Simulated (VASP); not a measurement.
# BP (F-43m) in VASP: single point with PBE

Aim: the single point of BP with PBE.

All numbers are computed with VASP 6.6.1; they aren't measurements. Logs are shortened: lines on timing, memory, paths and dates and some standing lists are left out, and cuts for length are marked.

### Step 1. The cell of the first run

It takes space group F-43m (No. 216, cubic). The conventional cell has a = 5.137 Å, b = 5.137 Å, c = 5.137 Å, α = 90.00°, β = 90.00°, γ = 90.00°. Within 2.9 Å of B (site symmetry -43m) lie 4 P at 2.22 Å. P (site symmetry -43m) has 4 B at 2.22 Å within 2.9 Å.

### Step 2. Single point, PBE (Al replaced by B, lengths x 0.903, strained)

INCAR

```
ALGO     = Normal         # electronic algorithm
EDIFF    = 1E-6           # SCF threshold, eV
ENCUT    = 500            # plane-wave cutoff, eV
GGA      = PE             # functional
GGA_COMPAT= F            
ISIF     = 2              # what is computed and relaxed
ISMEAR   = 0              # smearing method
LASPH    = T              # aspherical terms in the spheres
LCHARG   = F              # write CHGCAR
LREAL    = F              # projectors in reciprocal space
LWAVE    = F              # write WAVECAR
NBANDS   = 11             # bands
NELM     = 120            # most SCF steps
PREC     = Accurate       # precision mode
SIGMA    = 0.1            # smearing width, eV
```

KPOINTS

```
k-points
0
Gamma
  6 6 6
```

POSCAR

```
BP
1.0
    0.0000000000      2.5684415563      2.5684415563
    2.5684415563      0.0000000000      2.5684415563
    2.5684415563      2.5684415563      0.0000000000
B P
1 1
Direct
    0.0000000000      0.0000000000      0.0000000000
    0.7500000000      0.7500000000      0.7500000000
```

Potentials or basis: VASP PAW PBE potentials, release 64 (B, P).

Launch:

```sh
> cat potpaw_PBE.64/B/POTCAR potpaw_PBE.64/P/POTCAR > POTCAR
> mpirun -np 1 vasp_std > vasp.out
```

OUTCAR:

```text
EDIFF = 1E-6
   ENCUT = 500
   GGA = PE
   ISIF = 2
   ISMEAR = 0
   LASPH = T
   LREAL = F
   NELM = 120
   PREC = Accurate

 ion  position               nearest neighbor table
   1  0.000  0.000  0.000-   2 2.22   2 2.22   2 2.22   2 2.22
   2  0.750  0.750  0.750-   1 2.22   1 2.22   1 2.22   1 2.22

  LATTYP: Found a face centered cubic cell.
 ALAT       =     5.1368831126

  Lattice vectors:

 A1 = (   0.0000000000,   2.5684415563,   2.5684415563)
 A2 = (   2.5684415563,   0.0000000000,   2.5684415563)
 A3 = (   2.5684415563,   2.5684415563,   0.0000000000)

Analysis of symmetry for initial positions (statically):
=====================================================================
 Subroutine PRICEL returns:
 Original cell was already a primitive cell.

 Routine SETGRP: Setting up the symmetry group for a
 face centered cubic supercell.

 Subroutine GETGRP returns: Found 24 space group operations
 (whereof 24 operations were pure point group operations)
 out of a pool of 48 trial point group operations.

The static configuration has the point symmetry T_d .

Analysis of symmetry for dynamics (positions and initial velocities):
=====================================================================
 Subroutine PRICEL returns:
 Original cell was already a primitive cell.

 Routine SETGRP: Setting up the symmetry group for a
 face centered cubic supercell.

 Subroutine GETGRP returns: Found 24 space group operations
 (whereof 24 operations were pure point group operations)
 out of a pool of 48 trial point group operations.

The dynamic configuration has the point symmetry T_d .

 Subroutine INISYM returns: Found 24 space group operations
 (whereof 24 operations are pure point group operations),
 and found     1 'primitive' translations

----------------------------------------------------------------------------------------

                                     Primitive cell

  volume of cell :      33.8875

  direct lattice vectors                    reciprocal lattice vectors
     0.000000000  2.568441556  2.568441556    -0.194670577  0.194670577  0.194670577
     2.568441556  0.000000000  2.568441556     0.194670577 -0.194670577  0.194670577
     2.568441556  2.568441556  0.000000000     0.194670577  0.194670577 -0.194670577

  length of vectors
     3.632324883  3.632324883  3.632324883     0.337179330  0.337179330  0.337179330

  position of ions in fractional coordinates (direct lattice)
     0.000000000  0.000000000  0.000000000
     0.750000000  0.750000000  0.750000000

  ion indices of the primitive-cell ions
   primitive index   ion index
                 1           1
                 2           2

----------------------------------------------------------------------------------------

 KPOINTS: k-points

Automatic generation of k-mesh.
 Grid dimensions read from file:
 generate k-points for:    6    6    6

 Generating k-lattice:

  Cartesian coordinates                     Fractional coordinates (reciprocal lattice)
    -0.032445096  0.032445096  0.032445096     0.166666667  0.000000000  0.000000000
     0.032445096 -0.032445096  0.032445096     0.000000000  0.166666667  0.000000000
     0.032445096  0.032445096 -0.032445096     0.000000000  0.000000000  0.166666667

  Length of vectors
     0.056196555  0.056196555  0.056196555

  Shift w.r.t. Gamma in fractional coordinates (k-lattice)
     0.000000000  0.000000000  0.000000000

 Subroutine IBZKPT returns following result:
 ===========================================

 Found     16 irreducible k-points:

 Following reciprocal coordinates:
            Coordinates               Weight
  0.000000  0.000000  0.000000      1.000000
  0.166667  0.000000  0.000000      8.000000
  0.333333  0.000000  0.000000      8.000000
  0.500000  0.000000  0.000000      4.000000
  0.166667  0.166667  0.000000      6.000000
  0.333333  0.166667  0.000000     24.000000
[... 8 lines left out ...]
 -0.333333  0.333333  0.166667     24.000000
 -0.333333  0.500000  0.166667     12.000000
   k-points           NKPTS =     16   k-points in BZ     NKDIM =     16   number of bands    NBANDS=     11
   number of dos      NEDOS =    301   number of ions     NIONS =      2
   total plane-waves  NPLWV =  21952
   dimension x,y,z NGX =    28 NGY =   28 NGZ =   28
   dimension x,y,z NGXF=    56 NGYF=   56 NGZF=   56
   ions per type =               1   1
   NGX,Y,Z   is equivalent  to a cutoff of  12.82, 12.82, 12.82 a.u.
   NGXF,Y,Z  is equivalent  to a cutoff of  25.63, 25.63, 25.63 a.u.
 SYSTEM =  unknown system
   PREC   = accura    normal or accurate (medium, high low for compatibility)
   ISTART =      0    job   : 0-new  1-cont  2-samecut
   ICHARG =      2    charge: 1-file 2-atom 10-const
   ISPIN  =      1    spin polarized calculation?
   LNONCOLLINEAR =      F non collinear calculations
   LSORBIT =      F    spin-orbit coupling
   LASPH  =      T    aspherical Exc in radial PAW
   ENCUT  =  500.0 eV  36.75 Ry    6.06 a.u.   6.62  6.62  6.62*2*pi/ulx,y,z
   NELM   =    120;   NELMIN=  2; NELMDL= -5     # of ELM steps
   EDIFF  = 0.1E-05   stopping-criterion for ELM
   LREAL  =      F    real-space projection
   EDIFFG = 0.1E-04   stopping-criterion for IOM
   NSW    =      0    number of steps for IOM
   IBRION =     -1    ionic relax: 0-MD 1-quasi-New 2-CG
   NFREE  =      0    steps in history (QN), initial steepest desc. (CG)
   ISIF   =      2    stress and relaxation
   ISYM   =      2    0-nonsym 1-usesym 2-fastsym
   POTIM  = 0.5000    time-step for ionic-motion
   TEBEG  =    0.0;   TEEND  =   0.0 temperature during run
   PSTRESS=    0.0 pullay stress
   NELECT =       8.0000    total number of electrons
   NUPDOWN=      -1.0000    fix difference up-down
   EMIN   =  10.00;   EMAX   =-10.00  energy-range for DOS
   EFERMI =   0.00;   METHOD = LEGACY
   ISMEAR =     0;   SIGMA  =   0.10  broadening in eV -4-tet -1-fermi 0-gaus
   EFERMI_NEDOS =   21; number of points for ismear=-14 and -15
   IALGO  =     38    algorithm
   IMIX   =      4    mixing-type and parameters
     AMIX     =   0.40;   BMIX     =  1.00
     AMIX_MAG =   1.60;   BMIX_MAG =  1.00
  volume/ion in A,a.u.               =      16.94       114.34
  Fermi-wavevector in a.u.,A,eV,Ry     =   1.011793  1.912012 13.928634  1.023726
  Thomas-Fermi vector in A             =   2.144864
   LORBIT       =      0    0 simple, 1 ext, 2 COOP (PROOUT), +10 PAW based schemes
   GGA     = PE    functional components
   LHFCALC =     F    Hartree Fock is set to
   AEXX    =    0.0000 exact exchange contribution
   IVDW    =     0    specifies the selected vdW correction
   LEPSILON=     F    determine dielectric tensor
   LRPA    =     F    only Hartree local field effects (RPA)
 non-spin polarized calculation
 Gauss-broadening in eV      SIGMA  =   0.10
  energy-cutoff  :      500.00
  volume of cell :       33.89
 maximum number of plane-waves:       881
 NGX is ok and might be reduce to    28
   NGX = 13   NGY = 13   NGZ = 13

 number of electron       8.0000000 magnetization

 Free energy of the ion-electron system (eV)
  ---------------------------------------------------
  ext. energy  EPLUGINS =         0.00000000
  ---------------------------------------------------
  free energy    TOTEN  =       -11.65870141 eV

  energy without entropy =      -11.65870141  energy(sigma->0) =      -11.65870141

 E-fermi :   4.0625     XC(G=0):  -9.3640

 val. band max:        3.5865291453   @ k =   0.0000   0.0000   0.0000
 cond. band min:       5.2772410958   @ k =   0.3333   0.3333   0.0000
 fundamental gap:      1.6907119505
 Fermi energy:         4.0624958013

 k-point     1 :       0.0000    0.0000    0.0000
  band No.  band energies     occupation
      1      -8.9607      2.00000
      2       3.5865      2.00000
      3       3.5865      2.00000
      4       3.5865      2.00000
      5       6.0801      0.00000
      6       6.6034      0.00000
      7       6.6034      0.00000
      8       6.6034      0.00000
      9      13.0520      0.00000
     10      14.7902      0.00000
     11      14.7902      0.00000

 k-point     2 :       0.1667    0.0000    0.0000
  band No.  band energies     occupation
      1      -8.6086      2.00000
      2       1.2050      2.00000
      3       3.1319      2.00000
      4       3.1319      2.00000
      5       6.0603      0.00000
      6       7.2413      0.00000
      7       7.2413      0.00000
      8       8.5464      0.00000
      9      13.9300      0.00000
     10      13.9300      0.00000
     11      14.0110      0.00000

 k-point     3 :       0.3333    0.0000    0.0000
  band No.  band energies     occupation
      1      -7.6547      2.00000
      2      -1.6849      2.00000
      3       2.5341      2.00000
      4       2.5341      2.00000
      5       5.5963      0.00000
      6       7.8963      0.00000
      7       7.8963      0.00000
      8      11.1528      0.00000
      9      14.3715      0.00000
     10      14.3715      0.00000
     11      14.4656      0.00000

 k-point     4 :       0.5000    0.0000    0.0000
  band No.  band energies     occupation
      1      -6.8679      2.00000
      2      -3.1569      2.00000
      3       2.3090      2.00000
      4       2.3090      2.00000
      5       5.4085      0.00000
      6       7.9761      0.00000
      7       7.9761      0.00000
      8      12.1826      0.00000
      9      15.6056      0.00000
     10      16.0490      0.00000
     11      16.0705      0.00000
[... 127 lines left out ...]
 k-point    14 :       0.5000    0.3333    0.1667
  band No.  band energies     occupation
      1      -6.8481      2.00000
      2      -1.9973      2.00000
      3       0.1705      2.00000
      4       1.3685      2.00000
      5       7.1972      0.00000
      6       7.9056      0.00000
      7       8.9532      0.00000
      8      10.7843      0.00000
      9      13.8892      0.00000
     10      14.8354      0.00000
     11      17.1264      0.00000

 k-point    15 :      -0.3333    0.3333    0.1667
  band No.  band energies     occupation
      1      -6.1585      2.00000
      2      -2.8794      2.00000
      3      -0.2748      2.00000
      4       0.9344      2.00000
      5       7.6145      0.00000
      6       8.1590      0.00000
      7      10.2023      0.00000
      8      10.5291      0.00000
      9      12.6788      0.00000
     10      15.7009      0.00000
     11      16.9850      0.00000

 k-point    16 :      -0.3333    0.5000    0.1667
  band No.  band energies     occupation
      1      -5.8223      2.00000
      2      -3.1041      2.00000
      3       0.0171      2.00000
      4       0.1547      2.00000
      5       7.2411      0.00000
      6       7.4046      0.00000
      7      10.6124      0.00000
      8      10.9906      0.00000
      9      14.0842      0.00000
     10      15.7959      0.00000
     11      17.2029      0.00000

------------------------ aborting loop because EDIFF is reached ----------------------------------------

  FORCE on cell =-STRESS in cart. coord.  units (eV):
  Direction    XX          YY          ZZ          XY          YZ          ZX
  --------------------------------------------------------------------------------------
  -------------------------------------------------------------------------------------
  Total       -6.0283114     -6.0283114     -6.0283114     -0.0000000      0.0000000      0.0000000
  in kB     -285.0146610   -285.0146610   -285.0146610     -0.0000000      0.0000000      0.0000000
  external PRESSURE =    -285.0146610 kB  Pullay stress =       0.0000000 kB

 VOLUME and BASIS-vectors are now :
 -----------------------------------------------------------------------------
  energy-cutoff  :      500.00
  volume of cell :       33.89
      direct lattice vectors                 reciprocal lattice vectors
     0.000000000  2.568441556  2.568441556    -0.194670577  0.194670577  0.194670577
     2.568441556  0.000000000  2.568441556     0.194670577 -0.194670577  0.194670577
     2.568441556  2.568441556  0.000000000     0.194670577  0.194670577 -0.194670577

 POSITION                                       TOTAL-FORCE (eV/Angst)
 -----------------------------------------------------------------------------------
      0.00000      0.00000      0.00000         0.000000      0.000000     -0.000000
      3.85266      3.85266      3.85266        -0.000000     -0.000000      0.000000
 -----------------------------------------------------------------------------------
    total drift:                               -0.000000     -0.000000     -0.000000

  FREE ENERGIE OF THE ION-ELECTRON SYSTEM (eV)
  ---------------------------------------------------
  free  energy   TOTEN  =       -11.6587014068 eV

  energy  without entropy=      -11.6587014068  energy(sigma->0) =      -11.65870141
```

Run time: 8.7 s. Hardware: 1 thread of Intel Xeon 8259CL, shared host; peak memory 0.14 GiB.

What came out:

- Free energy: -11.6587 eV
- Pressure: -28.5 GPa
- Band gap on the k mesh: 1.69 eV, indirect (least direct gap 2.49 eV)

Caveat: the cell differs from its parent crystal (Al replaced by B, lengths x 0.903, strained). A k mesh can miss the band edges.
